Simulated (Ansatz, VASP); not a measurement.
One calculation of Si, two programs

```
CELL_PARAMETERS angstrom
0.00222 0.00061 3.62723
2.07978 -4.55601 0.00011
5.42640 4.22592 -0.00367
ATOMIC_POSITIONS crystal
Si 0.49916 0.46741 0.16523
Si 0.50068 0.06362 0.67494
Si 0.49937 0.93629 0.32495
Si 0.50074 0.53250 0.83493
Si 0.99938 0.13699 0.16933
Si 0.00066 0.86319 0.83062
```

Change from the starting cell: cell x2, atoms moved at random (sigma 0.15 Å) and cell strained at random (1.5 %), then relaxed without symmetry.

Alike in both runs: functional PBE; k mesh 6 × 6 × 4; occupations gaussian, width 0.2 eV; no spin polarisation.

Ansatz relaxed the structure, and its values are those at the end. VASP's run is a single point on that final structure, the one shown.

|  | VASP | Ansatz |
| --- | --- | --- |
| version | VASP 6.6.1 | Ansatz 0.2.0 |
| potentials or method | VASP PAW PBE potentials, release 64 (Si), cutoff 520 eV | scalar-relativistic, plane waves, PAW |
| valence electrons in the cell | 24 | 24 |

Ansatz gave:

* gap on the k mesh at the Fermi level (eV): none
* pressure (GPa): 0.0
* rms of the force components (eV/Å): 0.006

Problem. Which values does VASP return?

Solution. gap on the k mesh at the Fermi level (eV): none; pressure (GPa): -0.1; rms of the force components (eV/Å): 0.006.

A gap of «none» marks a metal or a gap that the smearing closes.
